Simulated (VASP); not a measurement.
Sc, 2 atoms in the cell. The structure is hexagonal, space group P6_3/mmc (No. 194). The conventional cell has a = 3.328 Å, b = 3.328 Å, c = 5.212 Å, α = 90.00°, β = 90.00°, γ = 120.00°. Sc (site symmetry -6m2) has 12 Sc at 3.24 to 3.33 Å within 4.3 Å. 

* Program: VASP 6.6.1
* Task: single point
* Functional: r2SCAN
* Potentials or basis: VASP PAW PBE potentials, release 64 (Sc_sv)
* Cutoff: 520 eV
* k mesh: 11 × 11 × 6
* Occupations: gaussian, width 0.01 eV
* Spin: no spin polarisation
* Dipole correction: no
* Further INCAR settings: ALGO = Normal; EDIFF = 1e-06; NBANDS = 18

Potentials or basis: VASP PAW PBE potentials, release 64 (Sc_sv).

Launch:

```console
$ cat potpaw_PBE.64/Sc_sv/POTCAR > POTCAR
$ cp INCAR.step1 INCAR
$ mpirun -np 1 vasp_std > vasp.out
$ cp INCAR.step2 INCAR
$ mpirun -np 1 vasp_std > vasp.out
```

Hardware: 1 thread of Intel(R) Xeon(R) 6975P-C (Granite Rapids) (shared host).

Question: Estimate the wall time of this run.

Answer: It took 90 s on 1 thread of Intel(R) Xeon(R) 6975P-C (Granite Rapids), with other jobs on the host, peak memory 0.2 GiB. Counts: k points 64.
